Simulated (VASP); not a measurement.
# TePb (F-43m) in VASP: a series of runs

TePb is run at these levels: PBE, PBEsol, r2SCAN; tasks: single point.

All numbers are computed with VASP 6.6.1; they aren't measurements. Logs are shortened: lines on timing, memory, paths and dates and some standing lists are left out, and cuts for length are marked.

### 1 The cell of the first run

It takes space group F-43m (No. 216, cubic). Conventional cell: a = 7.283 Å, b = 7.283 Å, c = 7.283 Å, α = 90.00°, β = 90.00°, γ = 90.00°. Pb (site symmetry -43m) has 4 Te at 3.15 Å within 4.1 Å. Within 4.1 Å of Te (site symmetry -43m) lie 4 Pb at 3.15 Å.

### 2 Single point, PBE

INCAR reads:

```
SYSTEM = TePb
ALGO     = Normal         ! electronic algorithm
EDIFF    = 1E-6           ! SCF threshold, eV
ENCUT    = 500            ! plane-wave cutoff, eV
GGA      = PE             ! functional
GGA_COMPAT= .False.      
ISIF     = 2              ! what is computed and relaxed
ISMEAR   = 1              ! smearing method
LASPH    = .True.         ! aspherical terms in the spheres
LCHARG   = .False.        ! write CHGCAR
LREAL    = .False.        ! projectors in reciprocal space
LWAVE    = .False.        ! write WAVECAR
NBANDS   = 17             ! bands
NELM     = 120            ! most SCF steps
PREC     = Accurate       ! precision mode
SIGMA    = 0.5            ! smearing width, eV
```

KPOINTS reads:

```
k-points
0
Gamma
  4 4 4
  0 0 0
```

POSCAR reads:

```
TePb
1.0
    0.0000000000      3.6414940692      3.6414940692
    3.6414940692      0.0000000000      3.6414940692
    3.6414940692      3.6414940692      0.0000000000
Pb Te
1 1
Direct
    0.0000000000      0.0000000000      0.0000000000
    0.2500000000      0.2500000000      0.2500000000
```

Potentials or basis: VASP PAW PBE potentials, release 64 (Pb_d, Te).

The run is started by

```console
> cat potpaw_PBE.64/Pb_d/POTCAR potpaw_PBE.64/Te/POTCAR > POTCAR
> mpirun -np 1 vasp_std > vasp.out
```

OUTCAR:

```text
SYSTEM = TePb
   EDIFF = 1E-6
   ENCUT = 500
   GGA = PE
   ISIF = 2
   ISMEAR = 1
   LASPH = .True.
   LREAL = .False.
   NELM = 120
   PREC = Accurate

 ion  position               nearest neighbor table
   1  0.000  0.000  0.000-   2 3.15   2 3.15   2 3.15   2 3.15
   2  0.250  0.250  0.250-   1 3.15   1 3.15   1 3.15   1 3.15

  LATTYP: Found a face centered cubic cell.
 ALAT       =     7.2829881384

  Lattice vectors:

 A1 = (   0.0000000000,   3.6414940692,   3.6414940692)
 A2 = (   3.6414940692,   0.0000000000,   3.6414940692)
 A3 = (   3.6414940692,   3.6414940692,   0.0000000000)

Analysis of symmetry for initial positions (statically):
=====================================================================
 Subroutine PRICEL returns:
 Original cell was already a primitive cell.

 Routine SETGRP: Setting up the symmetry group for a
 face centered cubic supercell.

 Subroutine GETGRP returns: Found 24 space group operations
 (whereof 24 operations were pure point group operations)
 out of a pool of 48 trial point group operations.

The static configuration has the point symmetry T_d .

Analysis of symmetry for dynamics (positions and initial velocities):
=====================================================================
 Subroutine PRICEL returns:
 Original cell was already a primitive cell.

 Routine SETGRP: Setting up the symmetry group for a
 face centered cubic supercell.

 Subroutine GETGRP returns: Found 24 space group operations
 (whereof 24 operations were pure point group operations)
 out of a pool of 48 trial point group operations.

The dynamic configuration has the point symmetry T_d .

 Subroutine INISYM returns: Found 24 space group operations
 (whereof 24 operations are pure point group operations),
 and found     1 'primitive' translations

----------------------------------------------------------------------------------------

                                     Primitive cell

  volume of cell :      96.5759

  direct lattice vectors                    reciprocal lattice vectors
     0.000000000  3.641494069  3.641494069    -0.137306279  0.137306279  0.137306279
     3.641494069  0.000000000  3.641494069     0.137306279 -0.137306279  0.137306279
     3.641494069  3.641494069  0.000000000     0.137306279  0.137306279 -0.137306279

  length of vectors
     5.149850300  5.149850300  5.149850300     0.237821451  0.237821451  0.237821451

  position of ions in fractional coordinates (direct lattice)
     0.000000000  0.000000000  0.000000000
     0.250000000  0.250000000  0.250000000

  ion indices of the primitive-cell ions
   primitive index   ion index
                 1           1
                 2           2

----------------------------------------------------------------------------------------

 KPOINTS: k-points

Automatic generation of k-mesh.
 Grid dimensions read from file:
 generate k-points for:    4    4    4

 Generating k-lattice:

  Cartesian coordinates                     Fractional coordinates (reciprocal lattice)
    -0.034326570  0.034326570  0.034326570     0.250000000  0.000000000  0.000000000
     0.034326570 -0.034326570  0.034326570     0.000000000  0.250000000  0.000000000
     0.034326570  0.034326570 -0.034326570     0.000000000  0.000000000  0.250000000

  Length of vectors
     0.059455363  0.059455363  0.059455363

  Shift w.r.t. Gamma in fractional coordinates (k-lattice)
     0.000000000  0.000000000  0.000000000

 Subroutine IBZKPT returns following result:
 ===========================================

 Found      8 irreducible k-points:

 Following reciprocal coordinates:
            Coordinates               Weight
  0.000000  0.000000  0.000000      1.000000
  0.250000  0.000000  0.000000      8.000000
  0.500000  0.000000  0.000000      4.000000
  0.250000  0.250000  0.000000      6.000000
  0.500000  0.250000  0.000000     24.000000
 -0.250000  0.250000  0.000000     12.000000
  0.500000  0.500000  0.000000      3.000000
 -0.250000  0.500000  0.250000      6.000000
   k-points           NKPTS =      8   k-points in BZ     NKDIM =      8   number of bands    NBANDS=     17
   number of dos      NEDOS =    301   number of ions     NIONS =      2
   total plane-waves  NPLWV =  64000
   dimension x,y,z NGX =    40 NGY =   40 NGZ =   40
   dimension x,y,z NGXF=    80 NGYF=   80 NGZF=   80
   ions per type =               1   1
   NGX,Y,Z   is equivalent  to a cutoff of  12.91, 12.91, 12.91 a.u.
   NGXF,Y,Z  is equivalent  to a cutoff of  25.83, 25.83, 25.83 a.u.
 SYSTEM =  TePb
   PREC   = accura    normal or accurate (medium, high low for compatibility)
   ISTART =      0    job   : 0-new  1-cont  2-samecut
   ICHARG =      2    charge: 1-file 2-atom 10-const
   ISPIN  =      1    spin polarized calculation?
   LNONCOLLINEAR =      F non collinear calculations
   LSORBIT =      F    spin-orbit coupling
   LASPH  =      T    aspherical Exc in radial PAW
   ENCUT  =  500.0 eV  36.75 Ry    6.06 a.u.   9.39  9.39  9.39*2*pi/ulx,y,z
   NELM   =    120;   NELMIN=  2; NELMDL= -5     # of ELM steps
   EDIFF  = 0.1E-05   stopping-criterion for ELM
   LREAL  =      F    real-space projection
   EDIFFG = 0.1E-04   stopping-criterion for IOM
   NSW    =      0    number of steps for IOM
   IBRION =     -1    ionic relax: 0-MD 1-quasi-New 2-CG
   NFREE  =      0    steps in history (QN), initial steepest desc. (CG)
   ISIF   =      2    stress and relaxation
   ISYM   =      2    0-nonsym 1-usesym 2-fastsym
   POTIM  = 0.5000    time-step for ionic-motion
   TEBEG  =    0.0;   TEEND  =   0.0 temperature during run
   PSTRESS=    0.0 pullay stress
   NELECT =      20.0000    total number of electrons
   NUPDOWN=      -1.0000    fix difference up-down
   EMIN   =  10.00;   EMAX   =-10.00  energy-range for DOS
   EFERMI =   0.00;   METHOD = LEGACY
   ISMEAR =     1;   SIGMA  =   0.50  broadening in eV -4-tet -1-fermi 0-gaus
   EFERMI_NEDOS =   21; number of points for ismear=-14 and -15
   IALGO  =     38    algorithm
   IMIX   =      4    mixing-type and parameters
     AMIX     =   0.40;   BMIX     =  1.00
     AMIX_MAG =   1.60;   BMIX_MAG =  1.00
  volume/ion in A,a.u.               =      48.29       325.86
  Fermi-wavevector in a.u.,A,eV,Ry     =   0.968565  1.830322 12.763860  0.938117
  Thomas-Fermi vector in A             =   2.098544
   LORBIT       =      0    0 simple, 1 ext, 2 COOP (PROOUT), +10 PAW based schemes
   GGA     = PE    functional components
   LHFCALC =     F    Hartree Fock is set to
   AEXX    =    0.0000 exact exchange contribution
   IVDW    =     0    specifies the selected vdW correction
   LEPSILON=     F    determine dielectric tensor
   LRPA    =     F    only Hartree local field effects (RPA)
 non-spin polarized calculation
 Methfessel and Paxton  Order N= 1 SIGMA  =   0.50
  energy-cutoff  :      500.00
  volume of cell :       96.58
 maximum number of plane-waves:      2477
 NGX is ok and might be reduce to    40
   NGX = 19   NGY = 19   NGZ = 19

 number of electron      20.0000000 magnetization

 Free energy of the ion-electron system (eV)
  ---------------------------------------------------
  ext. energy  EPLUGINS =         0.00000000
  ---------------------------------------------------
  free energy    TOTEN  =        -7.14294681 eV

  energy without entropy =       -7.16356843  energy(sigma->0) =       -7.14982068

 E-fermi :   3.0767     XC(G=0):  -7.4518

 val. band max:        2.7929811632   @ k =  -0.2500   0.5000   0.2500
 cond. band min:       3.3825286542   @ k =   0.5000   0.5000   0.0000
 fundamental gap:      0.5895474910
 Fermi energy:         3.0766837767

 k-point     1 :       0.0000    0.0000    0.0000
  band No.  band energies     occupation
      1     -14.1523      2.00000
      2     -14.1523      2.00000
      3     -14.1523      2.00000
      4     -14.1289      2.00000
      5     -14.1289      2.00000
      6      -8.5960      2.00000
[... 9 lines left out ...]
     16       9.8488     -0.00000
     17      10.7447     -0.00000

 k-point     2 :       0.2500    0.0000    0.0000
  band No.  band energies     occupation
      1     -14.1569      2.00000
      2     -14.1499      2.00000
      3     -14.1499      2.00000
      4     -14.1287      2.00000
      5     -14.1287      2.00000
      6      -8.2962      2.00000
[... 9 lines left out ...]
     16       9.2019     -0.00000
     17      10.2703     -0.00000

 k-point     3 :       0.5000    0.0000    0.0000
  band No.  band energies     occupation
      1     -14.1616      2.00000
      2     -14.1478      2.00000
      3     -14.1478      2.00000
      4     -14.1281      2.00000
      5     -14.1281      2.00000
      6      -7.8866      2.00000
[... 9 lines left out ...]
     16      10.1253     -0.00000
     17      10.1253     -0.00000

 k-point     4 :       0.2500    0.2500    0.0000
  band No.  band energies     occupation
      1     -14.1614      2.00000
      2     -14.1473      2.00000
      3     -14.1473      2.00000
      4     -14.1303      2.00000
      5     -14.1275      2.00000
      6      -8.1840      2.00000
[... 9 lines left out ...]
     16      10.3664     -0.00000
     17      12.0006     -0.00000

 k-point     5 :       0.5000    0.2500    0.0000
  band No.  band energies     occupation
      1     -14.1652      2.00000
      2     -14.1457      2.00000
      3     -14.1449      2.00000
      4     -14.1301      2.00000
      5     -14.1272      2.00000
      6      -7.7311      2.00000
[... 9 lines left out ...]
     16      10.4072     -0.00000
     17      11.0777     -0.00000

 k-point     6 :      -0.2500    0.2500    0.0000
  band No.  band energies     occupation
      1     -14.1620      2.00000
      2     -14.1471      2.00000
      3     -14.1470      2.00000
      4     -14.1288      2.00000
      5     -14.1284      2.00000
      6      -7.9009      2.00000
[... 9 lines left out ...]
     16      10.0192     -0.00000
     17      11.0842     -0.00000

 k-point     7 :       0.5000    0.5000    0.0000
  band No.  band energies     occupation
      1     -14.1702      2.00000
      2     -14.1423      2.00000
      3     -14.1423      2.00000
      4     -14.1319      2.00000
      5     -14.1261      2.00000
      6      -7.5296      2.00000
[... 9 lines left out ...]
     16      11.3707     -0.00000
     17      11.4663     -0.00000

 k-point     8 :      -0.2500    0.5000    0.2500
  band No.  band energies     occupation
      1     -14.1666      2.00000
      2     -14.1461      2.00000
      3     -14.1425      2.00000
      4     -14.1302      2.00000
      5     -14.1275      2.00000
      6      -7.5256      2.00000
[... 9 lines left out ...]
     16      10.9897     -0.00000
     17      11.1662     -0.00000

------------------------ aborting loop because EDIFF is reached ----------------------------------------

  FORCE on cell =-STRESS in cart. coord.  units (eV):
  Direction    XX          YY          ZZ          XY          YZ          ZX
  --------------------------------------------------------------------------------------
  -------------------------------------------------------------------------------------
  Total        0.2534943      0.2534943      0.2534943     -0.0000000      0.0000000     -0.0000000
  in kB        4.2054249      4.2054249      4.2054249     -0.0000000      0.0000000     -0.0000000
  external PRESSURE =       4.2054249 kB  Pullay stress =       0.0000000 kB

 VOLUME and BASIS-vectors are now :
 -----------------------------------------------------------------------------
  energy-cutoff  :      500.00
  volume of cell :       96.58
      direct lattice vectors                 reciprocal lattice vectors
     0.000000000  3.641494069  3.641494069    -0.137306279  0.137306279  0.137306279
     3.641494069  0.000000000  3.641494069     0.137306279 -0.137306279  0.137306279
     3.641494069  3.641494069  0.000000000     0.137306279  0.137306279 -0.137306279

 POSITION                                       TOTAL-FORCE (eV/Angst)
 -----------------------------------------------------------------------------------
      0.00000      0.00000      0.00000         0.000000      0.000000      0.000000
      1.82075      1.82075      1.82075        -0.000000     -0.000000     -0.000000
 -----------------------------------------------------------------------------------
    total drift:                                0.000000      0.000000      0.000000

  FREE ENERGIE OF THE ION-ELECTRON SYSTEM (eV)
  ---------------------------------------------------
  free  energy   TOTEN  =        -7.1429468096 eV

  energy  without entropy=       -7.1635684268  energy(sigma->0) =       -7.14982068
```

Run time: 12 s. Hardware: 1 thread of Intel Xeon Platinum 8488C (Sapphire Rapids), shared host; peak memory 0.23 GiB.

What came out:

```yaml
Free_energy: -7.1429 eV
Pressure: 0.4 GPa
Band_gap_on_the_k_mesh: 0.59 eV, indirect (least direct gap 1.19 eV)
```

Levels at points of the mesh, in eV from the valence-band top:
| k point | band 7 | band 8 | band 9 | band 10 | band 11 | band 12 | band 13 | band 14 |
| --- | --- | --- | --- | --- | --- | --- | --- | --- |
| (0.00, 0.00, 0.00) | -6.23 | -1.46 | -1.46 | -1.46 | 1.52 | 1.52 | 1.52 | 4.10 |
| (0.50, 0.00, 0.00) | -7.85 | -2.01 | -2.01 | -1.93 | 2.34 | 2.34 | 3.72 | 5.80 |
| (0.50, 0.50, 0.00) | -8.36 | -2.68 | -2.68 | -0.60 | 0.59 | 4.39 | 4.39 | 5.66 |

Caveat: spin-orbit coupling is left out, which moves the levels of the heavy elements. A k mesh can miss the band edges.

(Continued in part 2 of 2.)
